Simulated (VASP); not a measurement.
# Ga (Pm-3m) in VASP: notebook, part 2 of 2

VASP 6.6.1.

## Step 3: Single point, PBE (volume scaled by 0.58)

File INCAR:

```
SYSTEM = Ga
PREC = Accurate ; ENCUT = 520
EDIFF = 1E-6 ; ISMEAR = -1
SIGMA = 0.05 ; LREAL = .False.
LASPH = .True. ; NELM = 60
ALGO = Normal ; ISIF = 2
LWAVE = .False. ; LCHARG = .True.
GGA = PE ; LELF = .True.
LVHAR = .True. ; NBANDS = 12
```

File KPOINTS:

```
Automatic mesh
0
Gamma
  14 14 14
  0 0 0
```

File POSCAR:

```
Ga
1.0
    2.2679910421      0.0000000000      0.0000000000
    0.0000000000      2.2679910421      0.0000000000
    0.0000000000      0.0000000000      2.2679910421
Ga
1
Direct
    0.0000000000      0.0000000000      0.0000000000
```

Potentials or basis: VASP PAW PBE potentials, release 64 (Ga_d).

On the command line:

```bash
cat potpaw_PBE.64/Ga_d/POTCAR > POTCAR
mpirun -np 1 vasp_std > vasp.out
```

It took 5.4 s on 1 thread of Intel Xeon 6975P-C (Granite Rapids), shared host; peak memory 0.13 GiB.

It converged, with:

```yaml
Free_energy: -1.3219 eV
Pressure: 97.2 GPa
```

Levels at points of the mesh, in eV from the Fermi level:
| k point | band 2 | band 3 | band 4 | band 5 | band 6 | band 7 | band 8 | band 9 | band 10 | band 11 |
| --- | --- | --- | --- | --- | --- | --- | --- | --- | --- | --- |
| (0.00, 0.00, 0.00) | -16.67 | -15.20 | -14.98 | -14.98 | -14.98 | 13.24 | 13.24 | 13.24 | 16.35 | 16.35 |
| (0.50, 0.00, 0.00) | -15.96 | -15.46 | -15.46 | -14.94 | -7.30 | -6.90 | 19.73 | 19.73 | 21.15 | 22.04 |
| (0.50, 0.50, 0.00) | -16.13 | -15.38 | -15.38 | -14.59 | -1.56 | -1.56 | 1.34 | 4.28 | 26.95 | 26.95 |
| (0.50, 0.50, 0.50) | -16.22 | -16.22 | -14.56 | -14.56 | 4.23 | 4.23 | 4.23 | 10.24 | 10.24 | 10.24 |

## Step 4: Single point, PBE (volume scaled by 0.68)

File INCAR:

```
SYSTEM = Ga
ALGO = Normal
EDIFF = 1E-6
ENCUT = 520
GGA = PE
ISIF = 2
ISMEAR = -1
LASPH = .True.
LCHARG = .True.
LELF = .True.
LREAL = .False.
LVHAR = .True.
LWAVE = .False.
NBANDS = 12
NELM = 60
PREC = Accurate
SIGMA = 0.05
```

File KPOINTS:

```
k-points
0
Gamma
  14 14 14
  0 0 0
```

File POSCAR:

```
Ga
1.0
    2.3914885612      0.0000000000      0.0000000000
    0.0000000000      2.3914885612      0.0000000000
    0.0000000000      0.0000000000      2.3914885612
Ga
1
Direct
    0.0000000000      0.0000000000      0.0000000000
```

On the command line:

```bash
cat potpaw_PBE.64/Ga_d/POTCAR > POTCAR
mpirun -np 1 vasp_std > vasp.out
```

Run time: 5.6 s. Hardware: 1 thread of Intel Xeon 6975P-C (Granite Rapids), shared host; peak memory 0.13 GiB.

The run converged. Its results:

| Property | Result |
| --- | --- |
| Free energy | -2.1882 eV |
| Pressure | 46.6 GPa |

Levels at points of the mesh, in eV from the Fermi level:
```
           k point  band 4  band 5  band 6  band 7  band 8  band 9
(0.00, 0.00, 0.00)  -14.78  -14.78  -13.60   11.87   11.87   11.87
(0.50, 0.00, 0.00)  -15.12  -14.75   -6.73   -6.19   17.29   17.29
(0.50, 0.50, 0.00)  -15.07  -14.49   -1.25   -1.25    0.27    4.26
(0.50, 0.50, 0.50)  -14.47  -14.47    3.66    3.66    3.66    9.55
```

## Step 5: Single point, PBE (volume scaled by 0.68)

File INCAR:

```
ALGO = Normal
EDIFF = 1E-6
ENCUT = 520
GGA = PE
ISIF = 2
ISMEAR = -1
LASPH = True
LCHARG = True
LELF = True
LREAL = False
LVHAR = True
LWAVE = False
NBANDS = 12
NELM = 100
PREC = Accurate
SIGMA = 0.05
```

File KPOINTS:

```
k-points
0
Gamma
  14 14 14
```

POSCAR is that of step 4.

On the command line:

```bash
cat potpaw_PBE.64/Ga_d/POTCAR > POTCAR
mpirun -np 1 vasp_std > vasp.out
```

Wall time 5.6 s (1 thread of Intel Xeon 6975P-C (Granite Rapids), shared host); peak memory 0.13 GiB.

It converged, with:

* Free energy: -2.1882 eV
* Pressure: 46.6 GPa

Levels at points of the mesh, in eV from the Fermi level:
```tsv
k point	band 4	band 5	band 6	band 7	band 8	band 9
(0.00, 0.00, 0.00)	-14.78	-14.78	-13.60	11.87	11.87	11.87
(0.50, 0.00, 0.00)	-15.12	-14.75	-6.73	-6.19	17.29	17.29
(0.50, 0.50, 0.00)	-15.07	-14.49	-1.25	-1.25	0.27	4.26
(0.50, 0.50, 0.50)	-14.47	-14.47	3.66	3.66	3.66	9.55
```

## Step 6: Single point, PBE (volume scaled by 0.78)

File INCAR:

```
ALGO     = Normal         # electronic algorithm
EDIFF    = 1E-7           # SCF threshold, eV
ENCUT    = 520            # plane-wave cutoff, eV
GGA      = PE             # functional
ISIF     = 2              # what is computed and relaxed
ISMEAR   = -1             # smearing method
LASPH    = True           # aspherical terms in the spheres
LCHARG   = False          # write CHGCAR
LREAL    = False          # projectors in reciprocal space
LWAVE    = False          # write WAVECAR
NBANDS   = 12             # bands
NELM     = 60             # most SCF steps
PREC     = Accurate       # precision mode
SIGMA    = 0.05           # smearing width, eV
```

KPOINTS is that of step 5.

File POSCAR:

```
Ga
1.0
    2.5033997504      0.0000000000      0.0000000000
    0.0000000000      2.5033997504      0.0000000000
    0.0000000000      0.0000000000      2.5033997504
Ga
1
Direct
    0.0000000000      0.0000000000      0.0000000000
```

Potentials or basis: VASP PAW PBE potentials, release 64 (Ga_d).

On the command line:

```bash
cat potpaw_PBE.64/Ga_d/POTCAR > POTCAR
mpirun -np 1 vasp_std > vasp.out
```

OUTCAR:

```text
EDIFF = 1E-7
   ENCUT = 520
   GGA = PE
   ISIF = 2
   ISMEAR = -1
   LASPH = True
   LREAL = False
   NELM = 60
   PREC = Accurate

 ion  position               nearest neighbor table
   1  0.000  0.000  0.000-

  LATTYP: Found a simple cubic cell.
 ALAT       =     2.5033997504

  Lattice vectors:

 A1 = (   2.5033997504,   0.0000000000,   0.0000000000)
 A2 = (   0.0000000000,   2.5033997504,   0.0000000000)
 A3 = (   0.0000000000,   0.0000000000,   2.5033997504)

Analysis of symmetry for initial positions (statically):
[... 530 lines left out ...]
      6      -1.0044      2.00000
      7       6.3361      2.00000
      8      13.4462      0.00000
      9      20.6810      0.00000
     10      22.1745      0.00000
     11      25.3758      0.00000
     12      30.9489      0.00000

 [... further k-points ...]
[... 5 lines left out ...]
  --------------------------------------------------------------------------------------
  -------------------------------------------------------------------------------------
  Total        2.1190199      2.1190199      2.1190199     -0.0000000     -0.0000000      0.0000000
  in kB      216.3988759    216.3988759    216.3988759     -0.0000000     -0.0000000      0.0000000
  external PRESSURE =     216.3988759 kB  Pullay stress =       0.0000000 kB

 VOLUME and BASIS-vectors are now :
 -----------------------------------------------------------------------------
  energy-cutoff  :      520.00
  volume of cell :       15.69
      direct lattice vectors                 reciprocal lattice vectors
     2.503399750  0.000000000  0.000000000     0.399456779  0.000000000  0.000000000
     0.000000000  2.503399750  0.000000000     0.000000000  0.399456779  0.000000000
     0.000000000  0.000000000  2.503399750     0.000000000  0.000000000  0.399456779

 POSITION                                       TOTAL-FORCE (eV/Angst)
 -----------------------------------------------------------------------------------
      0.00000      0.00000      0.00000         0.000000      0.000000      0.000000
 -----------------------------------------------------------------------------------
    total drift:                                0.000000      0.000000      0.000000

  FREE ENERGIE OF THE ION-ELECTRON SYSTEM (eV)
  ---------------------------------------------------
  free  energy   TOTEN  =        -2.5995044052 eV

  energy  without entropy=       -2.5963602569  energy(sigma->0) =       -2.59793233
```

OSZICAR:

```text
N       E                     dE             d eps       ncg     rms          rms(c)
DAV:   1     0.405795272598E+02    0.40580E+02   -0.66617E+03  3292   0.201E+03
DAV:   2    -0.887665067689E+00   -0.41467E+02   -0.39951E+02  2984   0.256E+02
DAV:   3    -0.261976007435E+01   -0.17321E+01   -0.17289E+01  3352   0.435E+01
DAV:   4    -0.263211561524E+01   -0.12356E-01   -0.12354E-01  3232   0.378E+00
DAV:   5    -0.263225400391E+01   -0.13839E-03   -0.13838E-03  3400   0.384E-01    0.128E+00
DAV:   6    -0.260410167025E+01    0.28152E-01   -0.60380E-02  3524   0.539E+00    0.616E-01
DAV:   7    -0.260001874418E+01    0.40829E-02   -0.90013E-03  3672   0.175E+00    0.172E-01
DAV:   8    -0.259950599949E+01    0.51274E-03   -0.10723E-03  3592   0.556E-01    0.178E-02
DAV:   9    -0.259950527986E+01    0.71963E-06   -0.12934E-05  3196   0.365E-02    0.384E-03
DAV:  10    -0.259950461480E+01    0.66506E-06   -0.97028E-07  3828   0.190E-02    0.588E-04
DAV:  11    -0.259950446754E+01    0.14726E-06   -0.18574E-08  2080   0.218E-03    0.199E-04
DAV:  12    -0.259950440518E+01    0.62358E-07   -0.37666E-09  1768   0.694E-04
   1 F= -.25995044E+01 E0= -.25979323E+01  d E =-.314415E-02
```

Wall time 7 s (1 thread of Intel Xeon 6975P-C (Granite Rapids), shared host); peak memory 0.13 GiB.

Results:

```yaml
Free_energy: -2.5995 eV
Pressure: 21.6 GPa
```

Levels at points of the mesh, in eV from the Fermi level:
```csv
k point,band 4,band 5,band 6,band 7,band 8,band 9
"(0.00, 0.00, 0.00)",-14.65,-14.65,-12.38,10.77,10.77,10.77
"(0.50, 0.00, 0.00)",-14.90,-14.63,-6.54,-5.34,15.39,15.39
"(0.50, 0.50, 0.00)",-14.87,-14.43,-1.00,-1.00,-0.50,4.26
"(0.50, 0.50, 0.50)",-14.42,-14.42,3.26,3.26,3.26,7.20
```

## Step 7: The runs side by side

| cell | gap on the mesh (eV) | pressure (GPa) |
| --- | --- | --- |
| a = 2.268 Å, 1 atom | none | 97.2 |
| a = 2.391 Å, 1 atom | none | 46.6 |
| a = 2.503 Å, 1 atom | none | 21.6 |

Alike in all rows: task single point; level PBE; potentials or basis VASP PAW PBE potentials, release 64 (Ga_d); no spin polarisation; k mesh 14 × 14 × 14; cutoff (eV) 520; smearing fermi-dirac 0.05 eV.

Total energies depend on the potentials used, so only differences within one code and one set of settings carry meaning.
